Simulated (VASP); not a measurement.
# Mg2CdS3 (P-3m1) in VASP: relaxation of cell and atoms with PBE

Aim: the relaxation of cell and atoms of Mg2CdS3 with PBE.

Program: VASP 6.6.1. These are calculated values, not measurements. Logs are shortened: lines on timing, memory, paths and dates and some standing lists are left out, and cuts for length are marked.

## 1. The cell of the first run

Symmetry: P-3m1, No. 164, trigonal system. The conventional cell has a = 3.778 Å, b = 3.778 Å, c = 9.217 Å, α = 90.00°, β = 90.00°, γ = 120.00°. Mg (site symmetry 3m) has 6 S at 2.63 to 2.64 Å within 3.5 Å. Within 3.6 Å of Cd (site symmetry -3m) lie 6 S at 2.73 Å. Within 3.5 Å of S (site symmetry 3m) lie 3 Mg at 2.63 Å and 3 Cd at 2.73 Å. S (site symmetry -3m) has 6 Mg at 2.64 Å within 3.5 Å.

## 2. Relaxation of cell and atoms, PBE

INCAR reads:

```
PREC = Accurate
ENCUT = 600
EDIFF = 1E-6
ISMEAR = 0
SIGMA = 0.02
LREAL = False
LASPH = True
NELM = 80
ALGO = Normal
ISIF = 3
LWAVE = False
LCHARG = False
GGA = PE
IBRION = 2
NSW = 100
EDIFFG = -0.01
```

KPOINTS reads:

```
Automatic mesh
0
Gamma
  12 12 4
```

POSCAR reads:

```
Mg2CdS3
1.0
    3.7782639379      0.0000000000      0.0000000000
   -1.8891319690      3.2720725524      0.0000000000
    0.0000000000      0.0000000000      9.2172548082
Mg Cd S
2 1 3
Direct
    0.3333333333      0.6666666667      0.6618060740
    0.6666666667      0.3333333333      0.3381939260
    0.0000000000      0.0000000000      0.0000000000
    0.6666666667      0.3333333333      0.8215619194
    0.3333333333      0.6666666667      0.1784380806
    0.0000000000      0.0000000000      0.5000000000
```

Potentials or basis: VASP PAW PBE potentials, release 64 (Mg, Cd, S).

On the command line:

```console
cat potpaw_PBE.64/Mg/POTCAR potpaw_PBE.64/Cd/POTCAR potpaw_PBE.64/S/POTCAR > POTCAR
mpirun -np 1 vasp_std > vasp.out
```

OUTCAR:

```text
PREC = Accurate
   ENCUT = 600
   EDIFF = 1E-6
   ISMEAR = 0
   LREAL = False
   LASPH = True
   NELM = 80
   ISIF = 3
   GGA = PE
   IBRION = 2
   NSW = 100
   EDIFFG = -0.01

 ion  position               nearest neighbor table
   1  0.333  0.667  0.662-   4 2.63   4 2.63   4 2.63   6 2.64   6 2.64   6 2.64
   2  0.667  0.333  0.338-   5 2.63   5 2.63   5 2.63   6 2.64   6 2.64   6 2.64
   3  0.000  0.000  0.000-   4 2.73   5 2.73   4 2.73   5 2.73   4 2.73   5 2.73
   4  0.667  0.333  0.822-   1 2.63   1 2.63   1 2.63   3 2.73   3 2.73   3 2.73
   5  0.333  0.667  0.178-   2 2.63   2 2.63   2 2.63   3 2.73   3 2.73   3 2.73
   6  0.000  0.000  0.500-   1 2.64   2 2.64   2 2.64   1 2.64   2 2.64   1 2.64

  LATTYP: Found a hexagonal cell.
 ALAT       =     3.7782639379
 C/A-ratio  =     2.4395476228

  Lattice vectors:

 A1 = (   3.7782639379,   0.0000000000,   0.0000000000)
 A2 = (  -1.8891319690,   3.2720725524,   0.0000000000)
 A3 = (   0.0000000000,   0.0000000000,   9.2172548082)

Analysis of symmetry for initial positions (statically):
=====================================================================
 Subroutine PRICEL returns:
 Original cell was already a primitive cell.

 Routine SETGRP: Setting up the symmetry group for a
 hexagonal supercell.

 Subroutine GETGRP returns: Found 12 space group operations
 (whereof 12 operations were pure point group operations)
 out of a pool of 24 trial point group operations.

The static configuration has the point symmetry D_3d.

Analysis of symmetry for dynamics (positions and initial velocities):
=====================================================================
 Subroutine PRICEL returns:
 Original cell was already a primitive cell.

 Routine SETGRP: Setting up the symmetry group for a
 hexagonal supercell.

 Subroutine GETGRP returns: Found 12 space group operations
 (whereof 12 operations were pure point group operations)
 out of a pool of 24 trial point group operations.

The dynamic configuration has the point symmetry D_3d.

 Subroutine INISYM returns: Found 12 space group operations
 (whereof 12 operations are pure point group operations),
 and found     1 'primitive' translations

----------------------------------------------------------------------------------------

                                     Primitive cell

  volume of cell :     113.9507

  direct lattice vectors                    reciprocal lattice vectors
     3.778263938  0.000000000  0.000000000     0.264671822  0.152808348  0.000000000
    -1.889131969  3.272072552  0.000000000     0.000000000  0.305616695  0.000000000
     0.000000000  0.000000000  9.217254808     0.000000000  0.000000000  0.108492173

  length of vectors
     3.778263938  3.778263938  9.217254808     0.305616695  0.305616695  0.108492173

  position of ions in fractional coordinates (direct lattice)
     0.333333333  0.666666667  0.661806074
     0.666666667  0.333333333  0.338193926
     0.000000000  0.000000000  0.000000000
     0.666666667  0.333333333  0.821561919
     0.333333333  0.666666667  0.178438081
     0.000000000  0.000000000  0.500000000

  ion indices of the primitive-cell ions
   primitive index   ion index
                 1           1
                 2           2
                 3           3
                 4           4
                 5           5
                 6           6

----------------------------------------------------------------------------------------

 KPOINTS: Automatic mesh

Automatic generation of k-mesh.
 Grid dimensions read from file:
 generate k-points for:   12   12    4

 Generating k-lattice:

  Cartesian coordinates                     Fractional coordinates (reciprocal lattice)
     0.022055985  0.012734029  0.000000000     0.083333333  0.000000000  0.000000000
     0.000000000  0.025468058  0.000000000     0.000000000  0.083333333  0.000000000
     0.000000000  0.000000000  0.027123043     0.000000000  0.000000000  0.250000000

  Length of vectors
     0.025468058  0.025468058  0.027123043

  Shift w.r.t. Gamma in fractional coordinates (k-lattice)
     0.000000000  0.000000000  0.000000000

 Subroutine IBZKPT returns following result:
 ===========================================

 Found     69 irreducible k-points:

 Following reciprocal coordinates:
            Coordinates               Weight
  0.000000  0.000000  0.000000      1.000000
  0.083333  0.000000  0.000000      6.000000
  0.166667  0.000000  0.000000      6.000000
  0.250000 -0.000000  0.000000      6.000000
  0.333333 -0.000000  0.000000      6.000000
  0.416667  0.000000  0.000000      6.000000
[... 16 lines left out ...]
  0.166667  0.000000  0.250000      6.000000
  0.000000  0.166667  0.250000      6.000000
 [... further k-points ...]
   k-points           NKPTS =     69   k-points in BZ     NKDIM =     69   number of bands    NBANDS=     21
   number of dos      NEDOS =    301   number of ions     NIONS =      6
   total plane-waves  NPLWV =  72000
   dimension x,y,z NGX =    30 NGY =   30 NGZ =   80
   dimension x,y,z NGXF=    60 NGYF=   60 NGZF=  160
   ions per type =               2   1   3
   NGX,Y,Z   is equivalent  to a cutoff of  13.20, 13.20, 14.43 a.u.
   NGXF,Y,Z  is equivalent  to a cutoff of  26.40, 26.40, 28.86 a.u.
 SYSTEM =  unknown system
   PREC   = accura    normal or accurate (medium, high low for compatibility)
   ISTART =      0    job   : 0-new  1-cont  2-samecut
   ICHARG =      2    charge: 1-file 2-atom 10-const
   ISPIN  =      1    spin polarized calculation?
   LNONCOLLINEAR =      F non collinear calculations
   LSORBIT =      F    spin-orbit coupling
   LASPH  =      T    aspherical Exc in radial PAW
   ENCUT  =  600.0 eV  44.10 Ry    6.64 a.u.   7.55  7.55 18.41*2*pi/ulx,y,z
   NELM   =     80;   NELMIN=  2; NELMDL= -5     # of ELM steps
   EDIFF  = 0.1E-05   stopping-criterion for ELM
   LREAL  =      F    real-space projection
   EDIFFG = -.1E-01   stopping-criterion for IOM
   NSW    =    100    number of steps for IOM
   IBRION =      2    ionic relax: 0-MD 1-quasi-New 2-CG
   NFREE  =      1    steps in history (QN), initial steepest desc. (CG)
   ISIF   =      3    stress and relaxation
   ISYM   =      2    0-nonsym 1-usesym 2-fastsym
   POTIM  = 0.5000    time-step for ionic-motion
   TEBEG  =    0.0;   TEEND  =   0.0 temperature during run
   PSTRESS=    0.0 pullay stress
   NELECT =      34.0000    total number of electrons
   NUPDOWN=      -1.0000    fix difference up-down
   EMIN   =  10.00;   EMAX   =-10.00  energy-range for DOS
   EFERMI =   0.00;   METHOD = LEGACY
   ISMEAR =     0;   SIGMA  =   0.02  broadening in eV -4-tet -1-fermi 0-gaus
   EFERMI_NEDOS =   21; number of points for ismear=-14 and -15
   IALGO  =     38    algorithm
   IMIX   =      4    mixing-type and parameters
     AMIX     =   0.40;   BMIX     =  1.00
     AMIX_MAG =   1.60;   BMIX_MAG =  1.00
  volume/ion in A,a.u.               =      18.99       128.16
  Fermi-wavevector in a.u.,A,eV,Ry     =   1.093945  2.067257 16.282308  1.196716
  Thomas-Fermi vector in A             =   2.230240
   LORBIT       =      0    0 simple, 1 ext, 2 COOP (PROOUT), +10 PAW based schemes
   GGA     = PE    functional components
   LHFCALC =     F    Hartree Fock is set to
   AEXX    =    0.0000 exact exchange contribution
   IVDW    =     0    specifies the selected vdW correction
   LEPSILON=     F    determine dielectric tensor
   LRPA    =     F    only Hartree local field effects (RPA)
 conjugate gradient relaxation of ions
 non-spin polarized calculation
 Gauss-broadening in eV      SIGMA  =   0.02
  energy-cutoff  :      600.00
  volume of cell :      113.95
 maximum number of plane-waves:      3836
   NGX = 15   NGY = 15   NGZ = 37

--------------------------------------- Ionic step        1  -------------------------------------------

 number of electron      33.9999999 magnetization

 Free energy of the ion-electron system (eV)
  ---------------------------------------------------
  ext. energy  EPLUGINS =         0.00000000
  ---------------------------------------------------
  free energy    TOTEN  =       -22.78312933 eV

  energy without entropy =      -22.78312933  energy(sigma->0) =      -22.78312933

------------------------ aborting loop because EDIFF is reached ----------------------------------------

  FORCE on cell =-STRESS in cart. coord.  units (eV):
  Direction    XX          YY          ZZ          XY          YZ          ZX
  --------------------------------------------------------------------------------------
  -------------------------------------------------------------------------------------
  Total       -0.4568753     -0.4568753     -0.0937164      0.0000000      0.0000000      0.0000000
  in kB       -6.4237911     -6.4237911     -1.3176781      0.0000000      0.0000000      0.0000000
  external PRESSURE =      -4.7217534 kB  Pullay stress =       0.0000000 kB

 VOLUME and BASIS-vectors are now :
 -----------------------------------------------------------------------------
  energy-cutoff  :      600.00
  volume of cell :      113.95
      direct lattice vectors                 reciprocal lattice vectors
     3.778263938  0.000000000  0.000000000     0.264671822  0.152808348  0.000000000
    -1.889131969  3.272072552  0.000000000     0.000000000  0.305616695  0.000000000
     0.000000000  0.000000000  9.217254808     0.000000000  0.000000000  0.108492173
[... 121 lines left out ...]
 POSITION                                       TOTAL-FORCE (eV/Angst)
 -----------------------------------------------------------------------------------
     -0.00000      2.17309      6.10451         0.000000     -0.000000     -0.002511
      1.88195      1.08654      3.11894        -0.000000      0.000000      0.002511
      0.00000      0.00000      0.00000         0.000000      0.000000      0.000000
      1.88195      1.08654      7.57656         0.000000     -0.000000     -0.006641
     -0.00000      2.17309      1.64689        -0.000000      0.000000      0.006641
     -1.88195      3.25963      4.61173         0.000000     -0.000000      0.000000
 -----------------------------------------------------------------------------------
    total drift:                                0.000000      0.000000      0.000000

  FREE ENERGIE OF THE ION-ELECTRON SYSTEM (eV)
  ---------------------------------------------------
  free  energy   TOTEN  =       -22.7849116133 eV

  energy  without entropy=      -22.7849116133  energy(sigma->0) =      -22.78491161

--------------------------------------- Ionic step        5  -------------------------------------------

 number of electron      33.9999998 magnetization

 Free energy of the ion-electron system (eV)
  ---------------------------------------------------
  ext. energy  EPLUGINS =         0.00000000
  ---------------------------------------------------
  free energy    TOTEN  =       -22.78495687 eV

  energy without entropy =      -22.78495687  energy(sigma->0) =      -22.78495687

 E-fermi :   3.3812     XC(G=0):  -9.8797

 val. band max:        3.2949402392   @ k =   0.0000   0.0000   0.5000
 cond. band min:       4.9737355923   @ k =   0.5000  -0.0000   0.0000
 fundamental gap:      1.6787953531
 Fermi energy:         3.3811661987

 k-point     1 :       0.0000    0.0000    0.0000
  band No.  band energies     occupation
      1      -9.3272      2.00000
      2      -8.5479      2.00000
      3      -8.4217      2.00000
      4      -4.2848      2.00000
      5      -4.2848      2.00000
      6      -4.2462      2.00000
[... 13 lines left out ...]
     20       7.7296      0.00000
     21      10.3061      0.00000
[... 529 lines left out ...]
 k-point    24 :       0.0000    0.1667    0.2500
  band No.  band energies     occupation
      1      -9.0525      2.00000
      2      -8.6431      2.00000
      3      -8.1255      2.00000
      4      -4.2701      2.00000
      5      -4.2402      2.00000
      6      -4.1802      2.00000
[... 13 lines left out ...]
     20       8.7485      0.00000
     21       9.3302      0.00000

 [... further k-points ...]

------------------------ aborting loop because EDIFF is reached ----------------------------------------

  FORCE on cell =-STRESS in cart. coord.  units (eV):
  Direction    XX          YY          ZZ          XY          YZ          ZX
  --------------------------------------------------------------------------------------
  -------------------------------------------------------------------------------------
  Total        0.0019856      0.0019856     -0.0010627     -0.0000000      0.0000000     -0.0000000
  in kB        0.0281013      0.0281013     -0.0150406     -0.0000000      0.0000000     -0.0000000
  external PRESSURE =       0.0137207 kB  Pullay stress =       0.0000000 kB

 VOLUME and BASIS-vectors are now :
 -----------------------------------------------------------------------------
  energy-cutoff  :      600.00
  volume of cell :      113.21
      direct lattice vectors                 reciprocal lattice vectors
     3.762686239  0.000000000 -0.000000000     0.265767576  0.153440981 -0.000000000
    -1.881343120  3.258581870  0.000000000    -0.000000000  0.306881963 -0.000000000
    -0.000000000  0.000000000  9.232950275     0.000000000 -0.000000000  0.108307742

 POSITION                                       TOTAL-FORCE (eV/Angst)
 -----------------------------------------------------------------------------------
     -0.00000      2.17239      6.11084         0.000000     -0.000000     -0.004742
      1.88134      1.08619      3.12211        -0.000000      0.000000      0.004742
      0.00000      0.00000      0.00000        -0.000000     -0.000000      0.000000
      1.88134      1.08619      7.58390         0.000000     -0.000000     -0.002507
     -0.00000      2.17239      1.64905        -0.000000      0.000000      0.002507
     -0.00000      0.00000      4.61648        -0.000000     -0.000000      0.000000
 -----------------------------------------------------------------------------------
    total drift:                               -0.000000     -0.000000      0.000000

  FREE ENERGIE OF THE ION-ELECTRON SYSTEM (eV)
  ---------------------------------------------------
  free  energy   TOTEN  =       -22.7849568725 eV

  energy  without entropy=      -22.7849568725  energy(sigma->0) =      -22.78495687

 reached required accuracy - stopping structural energy minimisation
```

Run time: 12 min. Hardware: 1 thread of Intel Xeon 8259CL, shared host; peak memory 0.42 GiB.

Results:

* Free energy: -22.7850 eV
* Relaxed volume: 18.87 Å³/atom
* Relaxed cell: a = 3.763 Å, b = 3.763 Å, c = 9.233 Å, α = 90.00°, β = 90.00°, γ = 120.00°
* Space group after relaxing (to 0.1 Å): P-3m1 (No. 164)
* Energy gained by relaxing: 0.3 meV/atom
* Ionic steps: 5
* Pressure after relaxing: 0.0 GPa
* Largest force after relaxing: 0.005 eV/Å
* Band gap on the k mesh: 1.68 eV (least direct gap 2.30 eV)

Forces on the atoms (eV/Å):
```
Mg   0.000  0.000 -0.005
Mg   0.000  0.000  0.005
Cd   0.000  0.000  0.000
S    0.000  0.000 -0.003
S    0.000  0.000  0.003
S    0.000  0.000  0.000
```

The path:
```csv
step,energy change (eV),largest force (eV/Å),pressure (GPa),volume (Å³)
1,0.0000,0.0102,-0.47,113.95
2,-0.0016,0.0124,0.12,113.03
3,-0.0016,0.0122,0.07,113.10
4,-0.0018,0.0066,0.03,113.16
5,-0.0018,0.0047,0.00,113.21
```

Final structure:
```
Mg Cd S
1.0
     3.76269    0.00000    0.00000
    -1.88134    3.25858    0.00000
     0.00000    0.00000    9.23295
Mg Cd S
2 1 3
Direct
  0.33333 0.66667 0.66185
  0.66667 0.33333 0.33815
  0.00000 0.00000 0.00000
  0.66667 0.33333 0.82139
  0.33333 0.66667 0.17861
  0.00000 0.00000 0.50000
```

A k mesh can miss the band edges.
